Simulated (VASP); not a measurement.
# Ru (R-3m) in VASP: single point with PBE

Aim: the single point of Ru with PBE.

All numbers are computed with VASP 6.6.1; they aren't measurements. Logs are shortened: lines on timing, memory, paths and dates and some standing lists are left out, and cuts for length are marked.

## Step 1: The cell of the first run

The typed cell holds 2 atoms: a = 3.051 Å, b = 3.051 Å, c = 3.051 Å, α = 89.99°, β = 89.99°, γ = 89.99°.

This isn't the form of Ru at room conditions, which is hcp.

## Step 2: Single point, PBE

INCAR reads:

```
SYSTEM = Ru
  ALGO = Normal
  EDIFF = 1E-6
  ENCUT = 520
  GGA = PE
  ISIF = 2
  ISMEAR = 0
  LASPH = .True.
  LCHARG = .False.
  LREAL = .False.
  LWAVE = .False.
  NBANDS = 21
  NELM = 100
  PREC = Accurate
  SIGMA = 0.1
```

KPOINTS reads:

```
k-points
0
Gamma
  6 6 6
  0 0 0
```

POSCAR reads:

```
Ru
1.0
    2.1574118877      1.2455823341      1.7619576077
   -2.1574118877      1.2455823341      1.7619576077
    0.0000000000     -2.4911646682      1.7619576077
Ru
2
Direct
    0.2498700432      0.2498700432      0.2498700432
    0.7501299568      0.7501299568      0.7501299568
```

Potentials or basis: VASP PAW PBE potentials, release 64 (Ru_pv).

On the command line:

```console
> cat potpaw_PBE.64/Ru_pv/POTCAR > POTCAR
> mpirun -np 1 vasp_std > vasp.out
```

OUTCAR:

```text
SYSTEM = Ru
   EDIFF = 1E-6
   ENCUT = 520
   GGA = PE
   ISIF = 2
   ISMEAR = 0
   LASPH = .True.
   LREAL = .False.
   NELM = 100
   PREC = Accurate

 ion  position               nearest neighbor table
   1  0.250  0.250  0.250-   2 2.64   2 2.64   2 2.64   2 2.64   2 2.64   2 2.64   2 2.64   2 2.64

   2  0.750  0.750  0.750-   1 2.64   1 2.64   1 2.64   1 2.64   1 2.64   1 2.64   1 2.64   1 2.64

  LATTYP: Found a trigonal (rhomboedric) cell.
 ALAT       =     3.0512941542
 COS(alpha) =     0.0001658264

  Lattice vectors:

 A1 = (   2.1574118877,   1.2455823341,   1.7619576077)
 A2 = (  -2.1574118877,   1.2455823341,   1.7619576077)
 A3 = (   0.0000000000,  -2.4911646682,   1.7619576077)

Analysis of symmetry for initial positions (statically):
=====================================================================
 Subroutine PRICEL returns:
 Original cell was already a primitive cell.

 Routine SETGRP: Setting up the symmetry group for a
 trigonal (rhombohedral) supercell.

 Subroutine GETGRP returns: Found 12 space group operations
 (whereof 12 operations were pure point group operations)
 out of a pool of 12 trial point group operations.

The static configuration has the point symmetry D_3d.

Analysis of symmetry for dynamics (positions and initial velocities):
=====================================================================
 Subroutine PRICEL returns:
 Original cell was already a primitive cell.

 Routine SETGRP: Setting up the symmetry group for a
 trigonal (rhombohedral) supercell.

 Subroutine GETGRP returns: Found 12 space group operations
 (whereof 12 operations were pure point group operations)
 out of a pool of 12 trial point group operations.

The dynamic configuration has the point symmetry D_3d.

 Subroutine INISYM returns: Found 12 space group operations
 (whereof 12 operations are pure point group operations),
 and found     1 'primitive' translations

----------------------------------------------------------------------------------------

                                     Primitive cell

  volume of cell :      28.4088

  direct lattice vectors                    reciprocal lattice vectors
     2.157411888  1.245582334  1.761957608     0.231759175  0.133806222  0.189183515
    -2.157411888  1.245582334  1.761957608    -0.231759175  0.133806222  0.189183515
     0.000000000 -2.491164668  1.761957608     0.000000000 -0.267612445  0.189183515

  length of vectors
     3.051294154  3.051294154  3.051294154     0.327729802  0.327729802  0.327729802

  position of ions in fractional coordinates (direct lattice)
     0.249870043  0.249870043  0.249870043
     0.750129957  0.750129957  0.750129957

  ion indices of the primitive-cell ions
   primitive index   ion index
                 1           1
                 2           2

----------------------------------------------------------------------------------------

 KPOINTS: k-points

Automatic generation of k-mesh.
 Grid dimensions read from file:
 generate k-points for:    6    6    6

 Generating k-lattice:

  Cartesian coordinates                     Fractional coordinates (reciprocal lattice)
     0.038626529  0.022301037  0.031530586     0.166666667  0.000000000  0.000000000
    -0.038626529  0.022301037  0.031530586     0.000000000  0.166666667  0.000000000
     0.000000000 -0.044602074  0.031530586     0.000000000  0.000000000  0.166666667

  Length of vectors
     0.054621634  0.054621634  0.054621634

  Shift w.r.t. Gamma in fractional coordinates (k-lattice)
     0.000000000  0.000000000  0.000000000

 Subroutine IBZKPT returns following result:
 ===========================================

 Found     32 irreducible k-points:

 Following reciprocal coordinates:
            Coordinates               Weight
  0.000000  0.000000  0.000000      1.000000
  0.166667 -0.000000  0.000000      6.000000
  0.333333 -0.000000  0.000000      6.000000
  0.500000  0.000000  0.000000      3.000000
  0.166667  0.166667  0.000000      6.000000
  0.333333  0.166667  0.000000     12.000000
[... 16 lines left out ...]
  0.500000  0.500000  0.166667      6.000000
 -0.333333  0.500000  0.166667     12.000000
 [... further k-points ...]
   k-points           NKPTS =     32   k-points in BZ     NKDIM =     32   number of bands    NBANDS=     21
   number of dos      NEDOS =    301   number of ions     NIONS =      2
   total plane-waves  NPLWV =  13824
   dimension x,y,z NGX =    24 NGY =   24 NGZ =   24
   dimension x,y,z NGXF=    48 NGYF=   48 NGZF=   48
   ions per type =               2
   NGX,Y,Z   is equivalent  to a cutoff of  13.08, 13.08, 13.08 a.u.
   NGXF,Y,Z  is equivalent  to a cutoff of  26.15, 26.15, 26.15 a.u.
 SYSTEM =  Ru
   PREC   = accura    normal or accurate (medium, high low for compatibility)
   ISTART =      0    job   : 0-new  1-cont  2-samecut
   ICHARG =      2    charge: 1-file 2-atom 10-const
   ISPIN  =      1    spin polarized calculation?
   LNONCOLLINEAR =      F non collinear calculations
   LSORBIT =      F    spin-orbit coupling
   LASPH  =      T    aspherical Exc in radial PAW
   ENCUT  =  520.0 eV  38.22 Ry    6.18 a.u.   5.67  5.67  5.67*2*pi/ulx,y,z
   NELM   =    100;   NELMIN=  2; NELMDL= -5     # of ELM steps
   EDIFF  = 0.1E-05   stopping-criterion for ELM
   LREAL  =      F    real-space projection
   EDIFFG = 0.1E-04   stopping-criterion for IOM
   NSW    =      0    number of steps for IOM
   IBRION =     -1    ionic relax: 0-MD 1-quasi-New 2-CG
   NFREE  =      0    steps in history (QN), initial steepest desc. (CG)
   ISIF   =      2    stress and relaxation
   ISYM   =      2    0-nonsym 1-usesym 2-fastsym
   POTIM  = 0.5000    time-step for ionic-motion
   TEBEG  =    0.0;   TEEND  =   0.0 temperature during run
   PSTRESS=    0.0 pullay stress
   NELECT =      28.0000    total number of electrons
   NUPDOWN=      -1.0000    fix difference up-down
   EMIN   =  10.00;   EMAX   =-10.00  energy-range for DOS
   EFERMI =   0.00;   METHOD = LEGACY
   ISMEAR =     0;   SIGMA  =   0.10  broadening in eV -4-tet -1-fermi 0-gaus
   EFERMI_NEDOS =   21; number of points for ismear=-14 and -15
   IALGO  =     38    algorithm
   IMIX   =      4    mixing-type and parameters
     AMIX     =   0.40;   BMIX     =  1.00
     AMIX_MAG =   1.60;   BMIX_MAG =  1.00
  volume/ion in A,a.u.               =      14.20        95.86
  Fermi-wavevector in a.u.,A,eV,Ry     =   1.629209  3.078758 36.114238  2.654322
  Thomas-Fermi vector in A             =   2.721713
   LORBIT       =      0    0 simple, 1 ext, 2 COOP (PROOUT), +10 PAW based schemes
   GGA     = PE    functional components
   LHFCALC =     F    Hartree Fock is set to
   AEXX    =    0.0000 exact exchange contribution
   IVDW    =     0    specifies the selected vdW correction
   LEPSILON=     F    determine dielectric tensor
   LRPA    =     F    only Hartree local field effects (RPA)
 non-spin polarized calculation
 Gauss-broadening in eV      SIGMA  =   0.10
  energy-cutoff  :      520.00
  volume of cell :       28.41
 maximum number of plane-waves:       784
   NGX = 11   NGY = 11   NGZ = 11

 number of electron      28.0000013 magnetization

 Free energy of the ion-electron system (eV)
  ---------------------------------------------------
  ext. energy  EPLUGINS =         0.00000000
  ---------------------------------------------------
  free energy    TOTEN  =       -17.26751657 eV

  energy without entropy =      -17.25335483  energy(sigma->0) =      -17.26043570

 E-fermi :  12.2236     XC(G=0): -13.8300

 val. band max:       12.1994977216   @ k =   0.5000   0.5000   0.1667
 cond. band min:      12.2880111141   @ k =   0.5000   0.3333   0.3333
 fundamental gap:      0.0885133925
 Fermi energy:        12.2235839669

 k-point     1 :       0.0000    0.0000    0.0000
  band No.  band energies     occupation
      1     -31.0326      2.00000
      2     -31.0326      2.00000
      3     -31.0317      2.00000
      4     -30.3728      2.00000
      5     -30.3724      2.00000
      6     -30.3724      2.00000
[... 13 lines left out ...]
     20      21.4222      0.00000
     21      22.7441      0.00000

 k-point     2 :       0.1667   -0.0000    0.0000
  band No.  band energies     occupation
      1     -31.0278      2.00000
      2     -30.9867      2.00000
      3     -30.9861      2.00000
      4     -30.4586      2.00000
      5     -30.4149      2.00000
      6     -30.4147      2.00000
[... 13 lines left out ...]
     20      22.7584      0.00000
     21      23.0712      0.00000

 k-point     3 :       0.3333   -0.0000    0.0000
  band No.  band energies     occupation
      1     -30.9872      2.00000
      2     -30.8624      2.00000
      3     -30.8620      2.00000
      4     -30.6609      2.00000
      5     -30.5319      2.00000
      6     -30.5319      2.00000
[... 13 lines left out ...]
     20      22.7440      0.00000
     21      26.6218      0.00000

 k-point     4 :       0.5000    0.0000    0.0000
  band No.  band energies     occupation
      1     -30.8643      2.00000
      2     -30.8639      2.00000
      3     -30.6961      2.00000
      4     -30.6959      2.00000
      5     -30.6947      2.00000
      6     -30.6945      2.00000
[... 13 lines left out ...]
     20      22.7441      0.00000
     21      28.6987      0.00000

 k-point     5 :       0.1667    0.1667    0.0000
  band No.  band energies     occupation
      1     -31.1013      2.00000
      2     -30.9460      2.00000
      3     -30.8727      2.00000
      4     -30.6141      2.00000
      5     -30.4507      2.00000
      6     -30.3731      2.00000
[... 13 lines left out ...]
     20      22.7441      0.00000
     21      22.7451      0.00000
[... 382 lines left out ...]
     20      22.7436      0.00000
     21      22.7465      0.00000

 k-point    22 :      -0.1667    0.3333    0.1667
  band No.  band energies     occupation
      1     -31.1218      2.00000
      2     -30.9298      2.00000
      3     -30.9142      2.00000
      4     -30.6111      2.00000
      5     -30.5501      2.00000
      6     -30.4280      2.00000
[... 13 lines left out ...]
     20      22.7439      0.00000
     21      23.5970      0.00000

 k-point    23 :       0.5000    0.5000    0.1667
  band No.  band energies     occupation
      1     -31.2405      2.00000
      2     -31.2401      2.00000
      3     -30.7195      2.00000
      4     -30.7192      2.00000
      5     -30.4366      2.00000
      6     -30.4365      2.00000
[... 13 lines left out ...]
     20      21.9250      0.00000
     21      22.7474      0.00000

 k-point    24 :      -0.3333    0.5000    0.1667
  band No.  band energies     occupation
      1     -31.1874      2.00000
      2     -31.1872      2.00000
      3     -30.7328      2.00000
      4     -30.7317      2.00000
      5     -30.4482      2.00000
      6     -30.4481      2.00000
[... 13 lines left out ...]
     20      22.7397      0.00000
     21      23.2333      0.00000

 [... further k-points ...]

------------------------ aborting loop because EDIFF is reached ----------------------------------------

  FORCE on cell =-STRESS in cart. coord.  units (eV):
  Direction    XX          YY          ZZ          XY          YZ          ZX
  --------------------------------------------------------------------------------------
  -------------------------------------------------------------------------------------
  Total        0.0092828      0.0092828     -0.0115841      0.0000000      0.0000000     -0.0000000
  in kB        0.5235275      0.5235275     -0.6533108      0.0000000      0.0000000     -0.0000000
  external PRESSURE =       0.1312481 kB  Pullay stress =       0.0000000 kB

 VOLUME and BASIS-vectors are now :
 -----------------------------------------------------------------------------
  energy-cutoff  :      520.00
  volume of cell :       28.41
      direct lattice vectors                 reciprocal lattice vectors
     2.157411888  1.245582334  1.761957608     0.231759175  0.133806222  0.189183515
    -2.157411888  1.245582334  1.761957608    -0.231759175  0.133806222  0.189183515
     0.000000000 -2.491164668  1.761957608     0.000000000 -0.267612445  0.189183515

 POSITION                                       TOTAL-FORCE (eV/Angst)
 -----------------------------------------------------------------------------------
      0.00000      0.00000      1.32078         0.000000     -0.000000      0.006351
      0.00000      0.00000      3.96509         0.000000      0.000000     -0.006351
 -----------------------------------------------------------------------------------
    total drift:                                0.000000      0.000000     -0.000000

  FREE ENERGIE OF THE ION-ELECTRON SYSTEM (eV)
  ---------------------------------------------------
  free  energy   TOTEN  =       -17.2675165667 eV

  energy  without entropy=      -17.2533548342  energy(sigma->0) =      -17.26043570
```

Wall time 13 s (1 thread of Intel Xeon 8259CL, shared host); peak memory 0.14 GiB.

What came out:

```yaml
Free_energy: -17.2675 eV
Pressure: 0.0 GPa
Largest_force: 0.006 eV/Å
Band_gap_on_the_k_mesh: zero (bands 14 and 15 overlap by 1.22 eV)
```

Forces in eV/Å, atoms in the order of the input:
```
Ru   0.000  0.000  0.006
Ru   0.000  0.000 -0.006
```

Levels at points of the mesh, in eV from the Fermi level:
```csv
k point,band 11,band 12,band 13,band 14,band 15,band 16,band 17,band 18
"(0.00, 0.00, 0.00)",-2.78,-2.77,-0.13,-0.13,1.72,1.73,1.73,9.20
"(0.50, 0.00, 0.00)",-2.00,-2.00,-2.00,-2.00,-0.80,-0.79,1.72,1.73
"(0.50, 0.50, 0.00)",-0.15,-0.15,0.31,0.32,1.14,1.14,2.32,2.32
"(0.50, 0.50, 0.50)",-3.73,-3.73,0.40,0.40,0.40,0.40,9.52,9.52
```

The gap in the log of VASP goes by the Fermi energy; the results here count the filled bands.